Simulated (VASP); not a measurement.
# CH4 in VASP: single point with PBE

Aim: the single point of CH4 with PBE.

Program: VASP 6.6.1. These are calculated values, not measurements. Logs are shortened: lines on timing, memory, paths and dates and some standing lists are left out, and cuts for length are marked.

## (1) The cell of the first run

The cell holds a molecule in a box, 5 atoms: a = 12.000 Å, b = 12.000 Å, c = 12.000 Å, α = 90.00°, β = 90.00°, γ = 90.00°.

## (2) Single point, PBE

INCAR

```
SYSTEM = H4C
PREC = Accurate
ENCUT = 520
EDIFF = 1E-6
ISMEAR = 0
SIGMA = 0.01
LREAL = .False.
LASPH = .True.
NELM = 80
ALGO = Normal
ISIF = 2
LWAVE = .False.
LCHARG = .True.
GGA = PE
LELF = .True.
LVHAR = .True.
NBANDS = 12
```

KPOINTS

```
regular mesh
0
Gamma
  1 1 1
  0 0 0
```

POSCAR

```
H4C
1.0
   12.0000000000      0.0000000000      0.0000000000
    0.0000000000     12.0000000000      0.0000000000
    0.0000000000      0.0000000000     12.0000000000
C H
1 4
Direct
    0.4985080749      0.4975890657      0.4960069149
    0.4430864513      0.4550282022      0.4372947338
    0.5569217579      0.4373150305      0.5318540645
    0.4489575836      0.5353156630      0.5627271303
    0.5450666891      0.5626983568      0.4521527181
```

Potentials or basis: VASP PAW PBE potentials, release 64 (C, H).

Run with:

```console
$ cat potpaw_PBE.64/C/POTCAR potpaw_PBE.64/H/POTCAR > POTCAR
$ mpirun -np 1 vasp_gam > vasp.out
```

OUTCAR:

```text
SYSTEM = H4C
   PREC = Accurate
   ENCUT = 520
   EDIFF = 1E-6
   ISMEAR = 0
   LREAL = .False.
   LASPH = .True.
   NELM = 80
   ISIF = 2
   GGA = PE

 ion  position               nearest neighbor table
   1  0.499  0.498  0.496-   2 1.10   5 1.10   4 1.10   3 1.10
   2  0.443  0.455  0.437-   1 1.10
   3  0.557  0.437  0.532-   1 1.10
   4  0.449  0.535  0.563-   1 1.10
   5  0.545  0.563  0.452-   1 1.10

  LATTYP: Found a simple cubic cell.
 ALAT       =    12.0000000000

  Lattice vectors:

 A1 = (  12.0000000000,   0.0000000000,   0.0000000000)
 A2 = (   0.0000000000,  12.0000000000,   0.0000000000)
 A3 = (   0.0000000000,   0.0000000000,  12.0000000000)

Analysis of symmetry for initial positions (statically):
=====================================================================
 Subroutine PRICEL returns:
 Original cell was already a primitive cell.

 Routine SETGRP: Setting up the symmetry group for a
 simple cubic supercell.

 Subroutine GETGRP returns: Found  1 space group operations
 (whereof  1 operations were pure point group operations)
 out of a pool of 48 trial point group operations.

The static configuration has the point symmetry C_1 .

Analysis of symmetry for dynamics (positions and initial velocities):
=====================================================================
 Subroutine PRICEL returns:
 Original cell was already a primitive cell.

 Routine SETGRP: Setting up the symmetry group for a
 simple cubic supercell.

 Subroutine GETGRP returns: Found  1 space group operations
 (whereof  1 operations were pure point group operations)
 out of a pool of 48 trial point group operations.

The dynamic configuration has the point symmetry C_1 .

 Subroutine INISYM returns: Found  1 space group operations
 (whereof  1 operations are pure point group operations),
 and found     1 'primitive' translations

----------------------------------------------------------------------------------------

                                     Primitive cell

  volume of cell :    1728.0000

  direct lattice vectors                    reciprocal lattice vectors
    12.000000000  0.000000000  0.000000000     0.083333333  0.000000000  0.000000000
     0.000000000 12.000000000  0.000000000     0.000000000  0.083333333  0.000000000
     0.000000000  0.000000000 12.000000000     0.000000000  0.000000000  0.083333333

  length of vectors
    12.000000000 12.000000000 12.000000000     0.083333333  0.083333333  0.083333333

  position of ions in fractional coordinates (direct lattice)
     0.498508075  0.497589066  0.496006915
     0.443086451  0.455028202  0.437294734
     0.556921758  0.437315031  0.531854065
     0.448957584  0.535315663  0.562727130
     0.545066689  0.562698357  0.452152718

  ion indices of the primitive-cell ions
   primitive index   ion index
                 1           1
                 2           2
                 3           3
                 4           4
                 5           5

----------------------------------------------------------------------------------------

 KPOINTS: regular mesh

Automatic generation of k-mesh.
 Grid dimensions read from file:
 generate k-points for:    1    1    1

 Generating k-lattice:

  Cartesian coordinates                     Fractional coordinates (reciprocal lattice)
     0.083333333  0.000000000  0.000000000     1.000000000  0.000000000  0.000000000
     0.000000000  0.083333333  0.000000000     0.000000000  1.000000000  0.000000000
     0.000000000  0.000000000  0.083333333     0.000000000  0.000000000  1.000000000

  Length of vectors
     0.083333333  0.083333333  0.083333333

  Shift w.r.t. Gamma in fractional coordinates (k-lattice)
     0.000000000  0.000000000  0.000000000

 Subroutine IBZKPT returns following result:
 ===========================================

 Found      1 irreducible k-points:

 Following reciprocal coordinates:
            Coordinates               Weight
  0.000000  0.000000  0.000000      1.000000
   k-points           NKPTS =      1   k-points in BZ     NKDIM =      1   number of bands    NBANDS=     12
   number of dos      NEDOS =    301   number of ions     NIONS =      5
   total plane-waves  NPLWV = 729000
   dimension x,y,z NGX =    90 NGY =   90 NGZ =   90
   dimension x,y,z NGXF=   180 NGYF=  180 NGZF=  180
   ions per type =               1   4
   NGX,Y,Z   is equivalent  to a cutoff of  12.47, 12.47, 12.47 a.u.
   NGXF,Y,Z  is equivalent  to a cutoff of  24.94, 24.94, 24.94 a.u.
 SYSTEM =  H4C
   PREC   = accura    normal or accurate (medium, high low for compatibility)
   ISTART =      0    job   : 0-new  1-cont  2-samecut
   ICHARG =      2    charge: 1-file 2-atom 10-const
   ISPIN  =      1    spin polarized calculation?
   LNONCOLLINEAR =      F non collinear calculations
   LSORBIT =      F    spin-orbit coupling
   LASPH  =      T    aspherical Exc in radial PAW
   ENCUT  =  520.0 eV  38.22 Ry    6.18 a.u.  22.31 22.31 22.31*2*pi/ulx,y,z
   NELM   =     80;   NELMIN=  2; NELMDL= -5     # of ELM steps
   EDIFF  = 0.1E-05   stopping-criterion for ELM
   LREAL  =      F    real-space projection
   EDIFFG = 0.1E-04   stopping-criterion for IOM
   NSW    =      0    number of steps for IOM
   IBRION =     -1    ionic relax: 0-MD 1-quasi-New 2-CG
   NFREE  =      0    steps in history (QN), initial steepest desc. (CG)
   ISIF   =      2    stress and relaxation
   ISYM   =      2    0-nonsym 1-usesym 2-fastsym
   POTIM  = 0.5000    time-step for ionic-motion
   TEBEG  =    0.0;   TEEND  =   0.0 temperature during run
   PSTRESS=    0.0 pullay stress
   NELECT =       8.0000    total number of electrons
   NUPDOWN=      -1.0000    fix difference up-down
   EMIN   =  10.00;   EMAX   =-10.00  energy-range for DOS
   EFERMI =   0.00;   METHOD = LEGACY
   ISMEAR =     0;   SIGMA  =   0.01  broadening in eV -4-tet -1-fermi 0-gaus
   EFERMI_NEDOS =   21; number of points for ismear=-14 and -15
   IALGO  =     38    algorithm
   IMIX   =      4    mixing-type and parameters
     AMIX     =   0.40;   BMIX     =  1.00
     AMIX_MAG =   1.60;   BMIX_MAG =  1.00
  volume/ion in A,a.u.               =     345.60      2332.22
  Fermi-wavevector in a.u.,A,eV,Ry     =   0.272850  0.515611  1.012913  0.074447
  Thomas-Fermi vector in A             =   1.113822
   LORBIT       =      0    0 simple, 1 ext, 2 COOP (PROOUT), +10 PAW based schemes
   GGA     = PE    functional components
   LHFCALC =     F    Hartree Fock is set to
   AEXX    =    0.0000 exact exchange contribution
   IVDW    =     0    specifies the selected vdW correction
   LEPSILON=     F    determine dielectric tensor
   LRPA    =     F    only Hartree local field effects (RPA)
 non-spin polarized calculation
 Gauss-broadening in eV      SIGMA  =   0.01
  energy-cutoff  :      520.00
  volume of cell :     1728.00
 maximum number of plane-waves:     23293
 NGX is ok and might be reduce to    90
   NGX = 45   NGY = 45   NGZ = 45

 number of electron       8.0000000 magnetization

 Free energy of the ion-electron system (eV)
  ---------------------------------------------------
  ext. energy  EPLUGINS =         0.00000000
  ---------------------------------------------------
  free energy    TOTEN  =       -24.04166228 eV

  energy without entropy =      -24.04166228  energy(sigma->0) =      -24.04166228

 E-fermi :  -9.2850     XC(G=0):  -0.4141

 val. band max:       -9.3456355831   @ k =   0.0000   0.0000   0.0000
 cond. band min:      -0.4556522019   @ k =   0.0000   0.0000   0.0000
 fundamental gap:      8.8899833811
 Fermi energy:        -9.2849705556

 k-point     1 :       0.0000    0.0000    0.0000
  band No.  band energies     occupation
      1     -16.9431      2.00000
      2      -9.3457      2.00000
      3      -9.3457      2.00000
      4      -9.3456      2.00000
      5      -0.4557      0.00000
      6       0.5592      0.00000
      7       0.7363      0.00000
      8       0.7378      0.00000
      9       0.7380      0.00000
     10       0.9396      0.00000
     11       0.9453      0.00000
     12       1.6034      0.00000

------------------------ aborting loop because EDIFF is reached ----------------------------------------

  FORCE on cell =-STRESS in cart. coord.  units (eV):
  Direction    XX          YY          ZZ          XY          YZ          ZX
  --------------------------------------------------------------------------------------
  -------------------------------------------------------------------------------------
  Total       -0.0317241     -0.0321905     -0.0321242      0.0000460      0.0000276     -0.0000493
  in kB       -0.0294142     -0.0298466     -0.0297851      0.0000426      0.0000256     -0.0000457
  external PRESSURE =      -0.0296819 kB  Pullay stress =       0.0000000 kB

 VOLUME and BASIS-vectors are now :
 -----------------------------------------------------------------------------
  energy-cutoff  :      520.00
  volume of cell :     1728.00
      direct lattice vectors                 reciprocal lattice vectors
    12.000000000  0.000000000  0.000000000     0.083333333  0.000000000  0.000000000
     0.000000000 12.000000000  0.000000000     0.000000000  0.083333333  0.000000000
     0.000000000  0.000000000 12.000000000     0.000000000  0.000000000  0.083333333

 POSITION                                       TOTAL-FORCE (eV/Angst)
 -----------------------------------------------------------------------------------
      5.98210      5.97107      5.95208         0.000102      0.000058     -0.000039
      5.31704      5.46034      5.24754        -0.013652     -0.010474     -0.014371
      6.68306      5.24778      6.38225         0.014329     -0.014797      0.008633
      5.38749      6.42379      6.75273        -0.012237      0.009290      0.016367
      6.54080      6.75238      5.42583         0.011458      0.015922     -0.010590
 -----------------------------------------------------------------------------------
    total drift:                                0.000080      0.000059     -0.000143

  FREE ENERGIE OF THE ION-ELECTRON SYSTEM (eV)
  ---------------------------------------------------
  free  energy   TOTEN  =       -24.0416622802 eV

  energy  without entropy=      -24.0416622802  energy(sigma->0) =      -24.04166228
```

Run time: 62 s. Hardware: 1 thread of Intel Xeon 6975P-C (Granite Rapids), shared host; peak memory 1.2 GiB.

What came out:

```
Free energy                     : -24.0417 eV
Largest force                   : 0.022 eV/Å
Gap between the frontier levels : 8.89 eV
```

Forces on the atoms (eV/Å):
```
C    0.000  0.000  0.000
H   -0.014 -0.010 -0.014
H    0.014 -0.015  0.009
H   -0.012  0.009  0.016
H    0.011  0.016 -0.011
```

Levels at points of the mesh, in eV from the valence-band top:
| k point | band 1 | band 2 | band 3 | band 4 | band 5 | band 6 | band 7 | band 8 | band 9 |
| --- | --- | --- | --- | --- | --- | --- | --- | --- | --- |
| (0.00, 0.00, 0.00) | -7.60 | 0.00 | 0.00 | 0.00 | 8.89 | 9.90 | 10.08 | 10.08 | 10.08 |
